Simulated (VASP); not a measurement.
# C: single point with r2SCAN

The system is C.

```
C
1.0
     0.00000    1.78338    1.78338
     1.78338    0.00000    1.78338
     1.78338    1.78338    0.00000
C
2
Direct
  0.50000 0.50000 0.50000
  0.75000 0.75000 0.75000
```

```json
{
  "Program": "VASP 6.6.1",
  "Task": "single point",
  "Functional": "r2SCAN",
  "Potentials or basis": "VASP PAW PBE potentials, release 64 (C_h)",
  "Cutoff": "910 eV",
  "k mesh": "12 × 12 × 12",
  "Occupations": "gaussian, width 0.1 eV",
  "Spin": "no spin polarisation",
  "Dipole correction": "no",
  "Second run": "hard_potentials",
  "Further INCAR settings": "ALGO = Normal; EDIFF = 1e-06; NBANDS = 11"
}
```

The pressure is -3.3 GPa and the band gap on the k mesh is 4.37 eV, indirect (least direct gap 5.88 eV).

Levels at points of the mesh, in eV from the valence-band top:
```
           k point  band 1  band 2  band 3  band 4  band 5  band 6  band 7  band 8  band 9
(0.00, 0.00, 0.00)  -22.67    0.00    0.00    0.00    5.88    5.88    5.88   13.85   20.40
(0.50, 0.00, 0.00)  -16.73  -14.02   -2.97   -2.97    8.91    8.91    9.15   16.73   23.20
(0.50, 0.50, 0.00)  -13.57  -13.57   -6.64   -6.64    5.03    5.03   17.92   17.92   24.63
```

It took 2.5 min on 1 thread of AMD EPYC 7R43 64-Core Processor (Zen 3), on a shared host, peak memory 0.12 GiB.

Caveat: the cutoff is under 1.25 times the usual one of these potentials, so pressure, stress and relaxed cells hold a basis-set (Pulay) error; the PAW data sets were made with another functional, which shifts forces and pressure a little. A k mesh can miss the band edges.
